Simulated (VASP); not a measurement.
# LuAs3N4 (P1) in VASP: single point with PBEsol

Aim: the single point of LuAs3N4 with PBEsol.

All numbers are computed with VASP 6.6.1; they aren't measurements. Logs are shortened: lines on timing, memory, paths and dates and some standing lists are left out, and cuts for length are marked.

## 1. The cell of the first run

The typed cell holds 8 atoms: a = 4.725 Å, b = 4.730 Å, c = 4.727 Å, α = 89.05°, β = 91.17°, γ = 90.88°.

## 2. Single point, PBEsol

File INCAR:

```
PREC = Accurate
ENCUT = 520
EDIFF = 1E-6
ISMEAR = -1
SIGMA = 0.05
LREAL = F
LASPH = T
NELM = 100
ALGO = Normal
ISIF = 2
LWAVE = F
LCHARG = F
GGA = PS
NBANDS = 40
```

File KPOINTS:

```
Automatic mesh
0
Gamma
  4 4 4
```

File POSCAR:

```
LuAs3N4
1.0
    4.7249689517     -0.0365216980     -0.0484949632
   -0.0354515856      4.7293063202      0.0389993953
   -0.0474857728      0.0389637721      4.7264054063
Lu As N
1 3 4
Direct
    0.0029704529     -0.0117362639     -0.0067207844
    0.0254446574      0.4710423416      0.5122796593
    0.4848764424     -0.0349085680      0.4771642236
    0.5213465780      0.5068311696     -0.0281974994
    0.1025061651      0.0790376064      0.4827026230
    0.5137384092      0.8890380398      0.0848913197
    0.4001673957      0.5909614786      0.5969590838
    0.9136742308      0.4779470612      0.8947247066
```

Potentials or basis: VASP PAW PBE potentials, release 64 (Lu, As, N).

Command:

```console
> cat potpaw_PBE.64/Lu/POTCAR potpaw_PBE.64/As/POTCAR potpaw_PBE.64/N/POTCAR > POTCAR
> mpirun -np 1 vasp_std > vasp.out
```

OUTCAR:

```text
PREC = Accurate
   ENCUT = 520
   EDIFF = 1E-6
   ISMEAR = -1
   LREAL = F
   LASPH = T
   NELM = 100
   ISIF = 2
   GGA = PS

 ion  position               nearest neighbor table
   1  0.003  0.988  0.993-   5 2.40   8 2.40   6 2.40   6 2.49   8 2.49   5 2.50   4 3.20   3 3.20
                             2 3.20
   2  0.025  0.471  0.512-   7 1.89   8 1.89   5 1.90   1 3.20
   3  0.485  0.965  0.477-   7 1.89   5 1.89   6 1.90   1 3.20
   4  0.521  0.507  0.972-   7 1.89   6 1.89   8 1.90   1 3.20
   5  0.103  0.079  0.483-   3 1.89   2 1.90   1 2.40   1 2.50
   6  0.514  0.889  0.085-   4 1.89   3 1.90   1 2.40   1 2.49
   7  0.400  0.591  0.597-   2 1.89   3 1.89   4 1.89
   8  0.914  0.478  0.895-   2 1.89   4 1.90   1 2.40   1 2.49

  LATTYP: Found a triclinic cell.
 ALAT       =     4.7268045378
 B/A-ratio  =     1.3995211089
 C/A-ratio  =     1.0005914036
 COS(alpha) =     0.0009000642
 COS(beta)  =     0.0165630594
 COS(gamma) =     0.6999790444

  Lattice vectors:

 A1 = (  -0.0474857728,   0.0389637721,   4.7264054063)
 A2 = (   4.6774831789,   0.0024420741,   4.6779104431)
 A3 = (  -0.0354515856,   4.7293063202,   0.0389993953)

Analysis of symmetry for initial positions (statically):
=====================================================================
 Subroutine PRICEL returns:
 Original cell was already a primitive cell.

 Routine SETGRP: Setting up the symmetry group for a
 triclinic supercell.

 Subroutine GETGRP returns: Found  1 space group operations
 (whereof  1 operations were pure point group operations)
 out of a pool of  2 trial point group operations.

The static configuration has the point symmetry C_1 .

Analysis of symmetry for dynamics (positions and initial velocities):
=====================================================================
 Subroutine PRICEL returns:
 Original cell was already a primitive cell.

 Routine SETGRP: Setting up the symmetry group for a
 triclinic supercell.

 Subroutine GETGRP returns: Found  1 space group operations
 (whereof  1 operations were pure point group operations)
 out of a pool of  2 trial point group operations.

The dynamic configuration has the point symmetry C_1 .

 Subroutine INISYM returns: Found  1 space group operations
 (whereof  1 operations are pure point group operations),
 and found     1 'primitive' translations

----------------------------------------------------------------------------------------

                                     Primitive cell

  volume of cell :     105.5914

  direct lattice vectors                    reciprocal lattice vectors
     4.724968952 -0.036521698 -0.048494963     0.211675427  0.001569320  0.002113747
    -0.035451586  4.729306320  0.038999395     0.001616863  0.211473863 -0.001727114
    -0.047485773  0.038963772  4.726405406     0.002158540 -0.001728851  0.211613219

  length of vectors
     4.725358948  4.729599987  4.726804538     0.211691797  0.211487096  0.211631289

  position of ions in fractional coordinates (direct lattice)
     0.002970453  0.988263736  0.993279216
     0.025444657  0.471042342  0.512279659
     0.484876442  0.965091432  0.477164224
     0.521346578  0.506831170  0.971802501
     0.102506165  0.079037606  0.482702623
     0.513738409  0.889038040  0.084891320
     0.400167396  0.590961479  0.596959084
     0.913674231  0.477947061  0.894724707

  ion indices of the primitive-cell ions
   primitive index   ion index
                 1           1
                 2           2
                 3           3
                 4           4
                 5           5
                 6           6
                 7           7
                 8           8

----------------------------------------------------------------------------------------

 KPOINTS: Automatic mesh

Automatic generation of k-mesh.
 Grid dimensions read from file:
 generate k-points for:    4    4    4

 Generating k-lattice:

  Cartesian coordinates                     Fractional coordinates (reciprocal lattice)
     0.052918857  0.000392330  0.000528437     0.250000000 -0.000000000  0.000000000
     0.000404216  0.052868466 -0.000431779     0.000000000  0.250000000 -0.000000000
     0.000539635 -0.000432213  0.052903305     0.000000000  0.000000000  0.250000000

  Length of vectors
     0.052922949  0.052871774  0.052907822

  Shift w.r.t. Gamma in fractional coordinates (k-lattice)
     0.000000000  0.000000000  0.000000000

 Subroutine IBZKPT returns following result:
 ===========================================

 Found     36 irreducible k-points:

 Following reciprocal coordinates:
            Coordinates               Weight
  0.000000  0.000000  0.000000      1.000000
  0.250000  0.000000 -0.000000      2.000000
  0.500000  0.000000 -0.000000      1.000000
  0.000000  0.250000  0.000000      2.000000
  0.250000  0.250000 -0.000000      2.000000
  0.500000  0.250000 -0.000000      2.000000
[... 16 lines left out ...]
  0.000000 -0.250000  0.250000      2.000000
  0.250000 -0.250000  0.250000      2.000000
 [... further k-points ...]
   k-points           NKPTS =     36   k-points in BZ     NKDIM =     36   number of bands    NBANDS=     40
   number of dos      NEDOS =    301   number of ions     NIONS =      8
   total plane-waves  NPLWV =  46656
   dimension x,y,z NGX =    36 NGY =   36 NGZ =   36
   dimension x,y,z NGXF=    72 NGYF=   72 NGZF=   72
   ions per type =               1   3   4
   NGX,Y,Z   is equivalent  to a cutoff of  12.67, 12.65, 12.66 a.u.
   NGXF,Y,Z  is equivalent  to a cutoff of  25.33, 25.31, 25.32 a.u.
 SYSTEM =  unknown system
   PREC   = accura    normal or accurate (medium, high low for compatibility)
   ISTART =      0    job   : 0-new  1-cont  2-samecut
   ICHARG =      2    charge: 1-file 2-atom 10-const
   ISPIN  =      1    spin polarized calculation?
   LNONCOLLINEAR =      F non collinear calculations
   LSORBIT =      F    spin-orbit coupling
   LASPH  =      T    aspherical Exc in radial PAW
   ENCUT  =  520.0 eV  38.22 Ry    6.18 a.u.   8.79  8.79  8.79*2*pi/ulx,y,z
   NELM   =    100;   NELMIN=  2; NELMDL= -5     # of ELM steps
   EDIFF  = 0.1E-05   stopping-criterion for ELM
   LREAL  =      F    real-space projection
   EDIFFG = 0.1E-04   stopping-criterion for IOM
   NSW    =      0    number of steps for IOM
   IBRION =     -1    ionic relax: 0-MD 1-quasi-New 2-CG
   NFREE  =      0    steps in history (QN), initial steepest desc. (CG)
   ISIF   =      2    stress and relaxation
   ISYM   =      2    0-nonsym 1-usesym 2-fastsym
   POTIM  = 0.5000    time-step for ionic-motion
   TEBEG  =    0.0;   TEEND  =   0.0 temperature during run
   PSTRESS=    0.0 pullay stress
   NELECT =      60.0000    total number of electrons
   NUPDOWN=      -1.0000    fix difference up-down
   EMIN   =  10.00;   EMAX   =-10.00  energy-range for DOS
   EFERMI =   0.00;   METHOD = LEGACY
   ISMEAR =    -1;   SIGMA  =   0.05  broadening in eV -4-tet -1-fermi 0-gaus
   EFERMI_NEDOS =   21; number of points for ismear=-14 and -15
   IALGO  =     38    algorithm
   IMIX   =      4    mixing-type and parameters
     AMIX     =   0.40;   BMIX     =  1.00
     AMIX_MAG =   1.60;   BMIX_MAG =  1.00
  volume/ion in A,a.u.               =      13.20        89.07
  Fermi-wavevector in a.u.,A,eV,Ry     =   1.355967  2.562406 25.016302  1.838646
  Thomas-Fermi vector in A             =   2.483010
   LORBIT       =      0    0 simple, 1 ext, 2 COOP (PROOUT), +10 PAW based schemes
   GGA     = PS    functional components
   LHFCALC =     F    Hartree Fock is set to
   AEXX    =    0.0000 exact exchange contribution
   IVDW    =     0    specifies the selected vdW correction
   LEPSILON=     F    determine dielectric tensor
   LRPA    =     F    only Hartree local field effects (RPA)
 non-spin polarized calculation
  energy-cutoff  :      520.00
  volume of cell :      105.59
 maximum number of plane-waves:      2866
   NGX = 17   NGY = 17   NGZ = 17

 number of electron      60.0000000 magnetization

 Free energy of the ion-electron system (eV)
  ---------------------------------------------------
  ext. energy  EPLUGINS =         0.00000000
  ---------------------------------------------------
  free energy    TOTEN  =       -56.56591538 eV

  energy without entropy =      -56.56591538  energy(sigma->0) =      -56.56591538

 E-fermi :   6.1547     XC(G=0): -11.4347

 val. band max:        5.2083346752   @ k =   0.0000   0.5000   0.5000
 cond. band min:       7.0483668455   @ k =  -0.2500   0.2500   0.2500
 fundamental gap:      1.8400321703
 Fermi energy:         6.1546948814

 k-point     1 :       0.0000    0.0000    0.0000
  band No.  band energies     occupation
      1     -50.3318      2.00000
      2     -21.0567      2.00000
      3     -21.0553      2.00000
      4     -21.0306      2.00000
      5     -12.9787      2.00000
      6      -9.7929      2.00000
[... 32 lines left out ...]
     39      11.4649      0.00000
     40      11.9217      0.00000

 k-point     2 :       0.2500    0.0000   -0.0000
  band No.  band energies     occupation
      1     -50.3318      2.00000
      2     -21.0716      2.00000
      3     -21.0538      2.00000
      4     -21.0336      2.00000
      5     -12.7363      2.00000
      6     -10.5222      2.00000
[... 32 lines left out ...]
     39      11.5424      0.00000
     40      11.8700      0.00000

 k-point     3 :       0.5000    0.0000   -0.0000
  band No.  band energies     occupation
      1     -50.3317      2.00000
      2     -21.0883      2.00000
      3     -21.0526      2.00000
      4     -21.0341      2.00000
      5     -12.3699      2.00000
      6     -11.1030      2.00000
[... 32 lines left out ...]
     39      11.4264      0.00000
     40      12.2453      0.00000

 k-point     4 :       0.0000    0.2500    0.0000
  band No.  band energies     occupation
      1     -50.3318      2.00000
      2     -21.0713      2.00000
      3     -21.0546      2.00000
      4     -21.0331      2.00000
      5     -12.7370      2.00000
      6     -10.5248      2.00000
[... 32 lines left out ...]
     39      11.5434      0.00000
     40      11.8753      0.00000
[... 772 lines left out ...]
     39      11.7794      0.00000
     40      11.9391      0.00000

 k-point    23 :       0.0000   -0.2500    0.2500
  band No.  band energies     occupation
      1     -50.3317      2.00000
      2     -21.0737      2.00000
      3     -21.0637      2.00000
      4     -21.0371      2.00000
      5     -12.5296      2.00000
      6     -10.4101      2.00000
[... 32 lines left out ...]
     39      11.5733      0.00000
     40      11.8841      0.00000

 k-point    24 :       0.2500   -0.2500    0.2500
  band No.  band energies     occupation
      1     -50.3316      2.00000
      2     -21.0748      2.00000
      3     -21.0687      2.00000
      4     -21.0458      2.00000
      5     -12.3131      2.00000
      6     -10.5330      2.00000
[... 32 lines left out ...]
     39      11.6199      0.00000
     40      11.9567      0.00000

 [... further k-points ...]
[... 5 lines left out ...]
  --------------------------------------------------------------------------------------
  -------------------------------------------------------------------------------------
  Total        0.7522323      0.7567643      0.7547136     -0.0201285      0.0203775     -0.0200794
  in kB       11.4139021     11.4826674     11.4515503     -0.3054166      0.3091949     -0.3046728
  external PRESSURE =      11.4493733 kB  Pullay stress =       0.0000000 kB

 VOLUME and BASIS-vectors are now :
 -----------------------------------------------------------------------------
  energy-cutoff  :      520.00
  volume of cell :      105.59
      direct lattice vectors                 reciprocal lattice vectors
     4.724968952 -0.036521698 -0.048494963     0.211675427  0.001569320  0.002113747
    -0.035451586  4.729306320  0.038999395     0.001616863  0.211473863 -0.001727114
    -0.047485773  0.038963772  4.726405406     0.002158540 -0.001728851  0.211613219

 POSITION                                       TOTAL-FORCE (eV/Angst)
 -----------------------------------------------------------------------------------
     -0.06817      4.71240      4.73304         0.000443     -0.000167     -0.000943
      0.07920      2.24673      2.43838        -0.105472      0.072252     -0.145118
      2.23415      4.56510      2.26940         0.145111      0.104150      0.072475
      2.39923      2.41578      4.58762        -0.070980     -0.145534      0.104322
      0.45861      0.38886      2.27956        -0.066420     -0.060827      0.001493
      2.39185      4.18908      0.41099        -0.001334      0.066854     -0.060834
      1.84148      2.80348      2.82511         0.038723     -0.038453     -0.038173
      4.25765      2.26185      4.20316         0.059930      0.001725      0.066777
 -----------------------------------------------------------------------------------
    total drift:                               -0.000040      0.000551      0.000046

  FREE ENERGIE OF THE ION-ELECTRON SYSTEM (eV)
  ---------------------------------------------------
  free  energy   TOTEN  =       -56.5659153843 eV

  energy  without entropy=      -56.5659153820  energy(sigma->0) =      -56.56591538
```

It took 2 min on 1 thread of Intel Xeon Platinum 8375C at 2.90GHz (Ice Lake), shared host; peak memory 0.3 GiB.

Results:

| Property | Result |
| --- | --- |
| Free energy | -56.5659 eV |
| Pressure | 1.1 GPa |
| Largest force | 0.193 eV/Å |
| Band gap on the k mesh | 1.84 eV, indirect (least direct gap 2.29 eV) |

Forces in eV/Å, atoms in the order of the input:
```
Lu   0.000  0.000 -0.001
As  -0.105  0.072 -0.145
As   0.145  0.104  0.072
As  -0.071 -0.146  0.104
N   -0.066 -0.061  0.001
N   -0.001  0.067 -0.061
N    0.039 -0.038 -0.038
N    0.060  0.002  0.067
```

Caveat: the PAW data sets were made with another functional, which shifts forces and pressure a little; spin-orbit coupling is left out, which moves the levels of the heavy elements. A k mesh can miss the band edges.
